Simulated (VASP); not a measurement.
Input of a VASP 6.6.1 run:

File POSCAR:

```
Sc
1.0
    0.0000000000      2.3130827657      2.3130827657
    2.3130827657      0.0000000000      2.3130827657
    2.3130827657      2.3130827657      0.0000000000
Sc
1
Direct
    0.0000000000      0.0000000000      0.0000000000
```

INCAR.step1

```
ALGO = Normal
EDIFF = 1E-5
ENCUT = 520
GGA = PE
ISIF = 2
ISMEAR = -1
LASPH = True
LCHARG = False
LREAL = False
LWAVE = True
NBANDS = 12
NELM = 100
PREC = Accurate
SIGMA = 0.1
```

File INCAR.step2:

```
ALGO = Normal
EDIFF = 1E-6
ENCUT = 520
GGA = PE
HFSCREEN = 0.2079
ISIF = 2
ISMEAR = -1
ISTART = 1
LASPH = True
LCHARG = False
LHFCALC = True
LREAL = False
LWAVE = False
NBANDS = 12
NELM = 100
PREC = Accurate
PRECFOCK = Normal
SIGMA = 0.1
```

File KPOINTS:

```
k-points
0
Gamma
  6 6 6
```

Potentials or basis: VASP PAW PBE potentials, release 64 (Sc_sv).

Launch:

```console
$ cat potpaw_PBE.64/Sc_sv/POTCAR > POTCAR
$ cp INCAR.step1 INCAR
$ mpirun -np 1 vasp_std > vasp.out
$ cp INCAR.step2 INCAR
$ mpirun -np 1 vasp_std > vasp.out
```

Question: What does it give for the pressure?

Answer: 1.7 GPa.

Caveat: the k points lie up to 0.39 Å⁻¹ apart; the PAW data sets were made with another functional, which shifts forces and pressure a little.
